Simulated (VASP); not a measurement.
# SnO (F-43m) in VASP: a series of runs

SnO is run at these levels: r2SCAN; tasks: single point.

Program: VASP 6.6.1. These are calculated values, not measurements. Logs are shortened: lines on timing, memory, paths and dates and some standing lists are left out, and cuts for length are marked.

## (1) The cell of the first run

The structure is cubic, space group F-43m (No. 216). Conventional cell: a = 5.306 Å, b = 5.306 Å, c = 5.306 Å, α = 90.00°, β = 90.00°, γ = 90.00°. Within 3.0 Å of Sn (site symmetry -43m) lie 4 O at 2.30 Å. Within 3.0 Å of O (site symmetry -43m) lie 4 Sn at 2.30 Å.

## (2) Single point, r2SCAN (volume changed by -6%)

POSCAR reads:

```
SnO
1.0
    0.0000000000      2.6529295163      2.6529295163
    2.6529295163      0.0000000000      2.6529295163
    2.6529295163      2.6529295163      0.0000000000
Sn O
1 1
Direct
    0.0000000000      0.0000000000      0.0000000000
    0.2500000000      0.2500000000      0.2500000000
```

INCAR.step1 reads:

```
SYSTEM = SnO
PREC = Accurate
ENCUT = 520
ISMEAR = -1
SIGMA = 0.02
LREAL = .FALSE.
LASPH = .TRUE.
NELM = 100
NBANDS = 17
GGA = PE
ALGO = Normal
EDIFF = 1E-4
LWAVE = .TRUE.
LCHARG = .FALSE.
```

INCAR.step2 reads:

```
SYSTEM = SnO
PREC = Accurate
ENCUT = 520
EDIFF = 1E-7
ISMEAR = -1
SIGMA = 0.02
LREAL = .FALSE.
LASPH = .TRUE.
NELM = 100
ALGO = Normal
ISIF = 2
LWAVE = .FALSE.
LCHARG = .FALSE.
METAGGA = R2SCAN
LMIXTAU = .TRUE.
NBANDS = 17
ISTART = 1
```

KPOINTS reads:

```
regular mesh
0
G
  6 6 6
  0 0 0
```

Potentials or basis: VASP PAW PBE potentials, release 64 (Sn_d, O).

Command:

```sh
$ cat potpaw_PBE.64/Sn_d/POTCAR potpaw_PBE.64/O/POTCAR > POTCAR
$ cp INCAR.step1 INCAR
$ mpirun -np 1 vasp_std > vasp.out
$ cp INCAR.step2 INCAR
$ mpirun -np 1 vasp_std > vasp.out
```

OUTCAR:

```text
SYSTEM = SnO
   PREC = Accurate
   ENCUT = 520
   EDIFF = 1E-7
   ISMEAR = -1
   LREAL = .FALSE.
   LASPH = .TRUE.
   NELM = 100
   ISIF = 2
   METAGGA = R2SCAN
   ISTART = 1

 ion  position               nearest neighbor table
   1  0.000  0.000  0.000-   2 2.30   2 2.30   2 2.30   2 2.30
   2  0.250  0.250  0.250-   1 2.30   1 2.30   1 2.30   1 2.30

  LATTYP: Found a face centered cubic cell.
 ALAT       =     5.3058590326

  Lattice vectors:

 A1 = (   0.0000000000,   2.6529295163,   2.6529295163)
 A2 = (   2.6529295163,   0.0000000000,   2.6529295163)
 A3 = (   2.6529295163,   2.6529295163,   0.0000000000)

Analysis of symmetry for initial positions (statically):
=====================================================================
 Subroutine PRICEL returns:
 Original cell was already a primitive cell.

 Routine SETGRP: Setting up the symmetry group for a
 face centered cubic supercell.

 Subroutine GETGRP returns: Found 24 space group operations
 (whereof 24 operations were pure point group operations)
 out of a pool of 48 trial point group operations.

The static configuration has the point symmetry T_d .

Analysis of symmetry for dynamics (positions and initial velocities):
=====================================================================
 Subroutine PRICEL returns:
 Original cell was already a primitive cell.

 Routine SETGRP: Setting up the symmetry group for a
 face centered cubic supercell.

 Subroutine GETGRP returns: Found 24 space group operations
 (whereof 24 operations were pure point group operations)
 out of a pool of 48 trial point group operations.

The dynamic configuration has the point symmetry T_d .

 Subroutine INISYM returns: Found 24 space group operations
 (whereof 24 operations are pure point group operations),
 and found     1 'primitive' translations

----------------------------------------------------------------------------------------

                                     Primitive cell

  volume of cell :      37.3428

  direct lattice vectors                    reciprocal lattice vectors
     0.000000000  2.652929516  2.652929516    -0.188470895  0.188470895  0.188470895
     2.652929516  0.000000000  2.652929516     0.188470895 -0.188470895  0.188470895
     2.652929516  2.652929516  0.000000000     0.188470895  0.188470895 -0.188470895

  length of vectors
     3.751808902  3.751808902  3.751808902     0.326441166  0.326441166  0.326441166

  position of ions in fractional coordinates (direct lattice)
     0.000000000  0.000000000  0.000000000
     0.250000000  0.250000000  0.250000000

  ion indices of the primitive-cell ions
   primitive index   ion index
                 1           1
                 2           2

----------------------------------------------------------------------------------------

 KPOINTS: regular mesh

Automatic generation of k-mesh.
 Grid dimensions read from file:
 generate k-points for:    6    6    6

 Generating k-lattice:

  Cartesian coordinates                     Fractional coordinates (reciprocal lattice)
    -0.031411816  0.031411816  0.031411816     0.166666667  0.000000000  0.000000000
     0.031411816 -0.031411816  0.031411816     0.000000000  0.166666667  0.000000000
     0.031411816  0.031411816 -0.031411816     0.000000000  0.000000000  0.166666667

  Length of vectors
     0.054406861  0.054406861  0.054406861

  Shift w.r.t. Gamma in fractional coordinates (k-lattice)
     0.000000000  0.000000000  0.000000000

 Subroutine IBZKPT returns following result:
 ===========================================

 Found     16 irreducible k-points:

 Following reciprocal coordinates:
            Coordinates               Weight
  0.000000  0.000000  0.000000      1.000000
  0.166667  0.000000  0.000000      8.000000
  0.333333  0.000000  0.000000      8.000000
  0.500000  0.000000  0.000000      4.000000
  0.166667  0.166667  0.000000      6.000000
  0.333333  0.166667  0.000000     24.000000
[... 8 lines left out ...]
 -0.333333  0.333333  0.166667     24.000000
 -0.333333  0.500000  0.166667     12.000000
   k-points           NKPTS =     16   k-points in BZ     NKDIM =     16   number of bands    NBANDS=     17
   number of dos      NEDOS =    301   number of ions     NIONS =      2
   total plane-waves  NPLWV =  21952
   dimension x,y,z NGX =    28 NGY =   28 NGZ =   28
   dimension x,y,z NGXF=    56 NGYF=   56 NGZF=   56
   ions per type =               1   1
   NGX,Y,Z   is equivalent  to a cutoff of  12.41, 12.41, 12.41 a.u.
   NGXF,Y,Z  is equivalent  to a cutoff of  24.81, 24.81, 24.81 a.u.
 SYSTEM =  SnO
   PREC   = accura    normal or accurate (medium, high low for compatibility)
   ISTART =      1    job   : 0-new  1-cont  2-samecut
   ICHARG =      0    charge: 1-file 2-atom 10-const
   ISPIN  =      1    spin polarized calculation?
   LNONCOLLINEAR =      F non collinear calculations
   LSORBIT =      F    spin-orbit coupling
   LASPH  =      T    aspherical Exc in radial PAW
   ENCUT  =  520.0 eV  38.22 Ry    6.18 a.u.   6.98  6.98  6.98*2*pi/ulx,y,z
   NELM   =    100;   NELMIN=  2; NELMDL=  0     # of ELM steps
   EDIFF  = 0.1E-06   stopping-criterion for ELM
   LREAL  =      F    real-space projection
   EDIFFG = 0.1E-05   stopping-criterion for IOM
   NSW    =      0    number of steps for IOM
   IBRION =     -1    ionic relax: 0-MD 1-quasi-New 2-CG
   NFREE  =      0    steps in history (QN), initial steepest desc. (CG)
   ISIF   =      2    stress and relaxation
   ISYM   =      2    0-nonsym 1-usesym 2-fastsym
   POTIM  = 0.5000    time-step for ionic-motion
   TEBEG  =    0.0;   TEEND  =   0.0 temperature during run
   PSTRESS=    0.0 pullay stress
   NELECT =      20.0000    total number of electrons
   NUPDOWN=      -1.0000    fix difference up-down
   EMIN   =  10.00;   EMAX   =-10.00  energy-range for DOS
   EFERMI =   0.00;   METHOD = LEGACY
   ISMEAR =    -1;   SIGMA  =   0.02  broadening in eV -4-tet -1-fermi 0-gaus
   EFERMI_NEDOS =   21; number of points for ismear=-14 and -15
   IALGO  =     38    algorithm
   IMIX   =      4    mixing-type and parameters
     AMIX     =   0.40;   BMIX     =  1.00
     AMIX_MAG =   1.60;   BMIX_MAG =  1.00
  volume/ion in A,a.u.               =      18.67       126.00
  Fermi-wavevector in a.u.,A,eV,Ry     =   1.329482  2.512357 24.048601  1.767522
  Thomas-Fermi vector in A             =   2.458641
   LORBIT       =      0    0 simple, 1 ext, 2 COOP (PROOUT), +10 PAW based schemes
   METAGGA = R2SCAN    functional components
   LHFCALC =     F    Hartree Fock is set to
   AEXX    =    0.0000 exact exchange contribution
   IVDW    =     0    specifies the selected vdW correction
   LEPSILON=     F    determine dielectric tensor
   LRPA    =     F    only Hartree local field effects (RPA)
 non-spin polarized calculation
  energy-cutoff  :      520.00
  volume of cell :       37.34
 maximum number of plane-waves:      1018
   NGX = 13   NGY = 13   NGZ = 13

 number of electron      20.0000004 magnetization

 Free energy of the ion-electron system (eV)
  ---------------------------------------------------
  ext. energy  EPLUGINS =         0.00000000
  ---------------------------------------------------
  free energy    TOTEN  =       -32.16276237 eV

  energy without entropy =      -32.16151161  energy(sigma->0) =      -32.16213699

 E-fermi :   7.0162     XC(G=0): -10.6201

 val. band max:        6.9942317706   @ k =  -0.3333   0.5000   0.1667
 cond. band min:       7.3631057014   @ k =  -0.3333   0.5000   0.1667
 fundamental gap:      0.3688739309
 Fermi energy:         7.0162106317

 k-point     1 :       0.0000    0.0000    0.0000
  band No.  band energies     occupation
      1     -15.7821      2.00000
      2     -15.7821      2.00000
      3     -15.7821      2.00000
      4     -15.7092      2.00000
      5     -15.7092      2.00000
      6     -13.8975      2.00000
[... 9 lines left out ...]
     16      18.9226      0.00000
     17      18.9226      0.00000

 k-point     2 :       0.1667    0.0000    0.0000
  band No.  band energies     occupation
      1     -15.8548      2.00000
      2     -15.7721      2.00000
      3     -15.7721      2.00000
      4     -15.7083      2.00000
      5     -15.7083      2.00000
      6     -13.6958      2.00000
[... 9 lines left out ...]
     16      18.1110      0.00000
     17      19.2275      0.00000

 k-point     3 :       0.3333    0.0000    0.0000
  band No.  band energies     occupation
      1     -15.9785      2.00000
      2     -15.7615      2.00000
      3     -15.7615      2.00000
      4     -15.6970      2.00000
      5     -15.6970      2.00000
      6     -13.2889      2.00000
[... 9 lines left out ...]
     16      18.1596      0.00000
     17      20.9286      0.00000

 k-point     4 :       0.5000    0.0000    0.0000
  band No.  band energies     occupation
      1     -16.0329      2.00000
      2     -15.7608      2.00000
      3     -15.7608      2.00000
      4     -15.6867      2.00000
      5     -15.6866      2.00000
      6     -13.0783      2.00000
[... 9 lines left out ...]
     16      18.6754      0.00000
     17      20.4331      0.00000
[... 183 lines left out ...]
      1     -16.0484      2.00000
      2     -15.7475      2.00000
      3     -15.7297      2.00000
      4     -15.7135      2.00000
      5     -15.6910      2.00000
      6     -13.0385      2.00000
[... 9 lines left out ...]
     16      20.0526      0.00000
     17      22.5993      0.00000

 k-point    15 :      -0.3333    0.3333    0.1667
  band No.  band energies     occupation
      1     -16.0732      2.00000
      2     -15.7509      2.00000
      3     -15.7253      2.00000
      4     -15.7065      2.00000
      5     -15.6929      2.00000
      6     -12.9002      2.00000
[... 9 lines left out ...]
     16      20.7949      0.00000
     17      22.3559      0.00000

 k-point    16 :      -0.3333    0.5000    0.1667
  band No.  band energies     occupation
      1     -16.0986      2.00000
      2     -15.7380      2.00000
      3     -15.7296      2.00000
      4     -15.6949      2.00000
      5     -15.6898      2.00000
      6     -12.8471      2.00000
[... 9 lines left out ...]
     16      20.3272      0.00000
     17      22.5493      0.00000

------------------------ aborting loop because EDIFF is reached ----------------------------------------

  FORCE on cell =-STRESS in cart. coord.  units (eV):
  Direction    XX          YY          ZZ          XY          YZ          ZX
  --------------------------------------------------------------------------------------
  -------------------------------------------------------------------------------------
  Total        1.2234594      1.2234594      1.2234594     -0.0000000      0.0000000     -0.0000000
  in kB       52.4919863     52.4919863     52.4919863     -0.0000000      0.0000000     -0.0000000
  external PRESSURE =      52.4919863 kB  Pullay stress =       0.0000000 kB

 VOLUME and BASIS-vectors are now :
 -----------------------------------------------------------------------------
  energy-cutoff  :      520.00
  volume of cell :       37.34
      direct lattice vectors                 reciprocal lattice vectors
     0.000000000  2.652929516  2.652929516    -0.188470895  0.188470895  0.188470895
     2.652929516  0.000000000  2.652929516     0.188470895 -0.188470895  0.188470895
     2.652929516  2.652929516  0.000000000     0.188470895  0.188470895 -0.188470895

 POSITION                                       TOTAL-FORCE (eV/Angst)
 -----------------------------------------------------------------------------------
      0.00000      0.00000      0.00000        -0.000000      0.000000     -0.000000
      1.32646      1.32646      1.32646         0.000000     -0.000000      0.000000
 -----------------------------------------------------------------------------------
    total drift:                               -0.000001     -0.000001     -0.000001

  FREE ENERGIE OF THE ION-ELECTRON SYSTEM (eV)
  ---------------------------------------------------
  free  energy   TOTEN  =       -32.1627623718 eV

  energy  without entropy=      -32.1615116059  energy(sigma->0) =      -32.16213699
```

Wall time 42 s (1 thread of Intel Xeon Platinum 8488C (Sapphire Rapids), shared host); peak memory 0.16 GiB.

Results:

| Item | Value |
| --- | --- |
| Free energy | -32.1628 eV |
| Pressure | 5.2 GPa |
| Band gap on the k mesh | zero (band 10 reaches 6.99 eV, above the bottom of band 11 at 6.85 eV) |

Caveat: the PAW data sets were made with another functional, which shifts forces and pressure a little; spin-orbit coupling is left out, which moves the levels of the heavy elements.

(Part 1 of 2 ends here.)
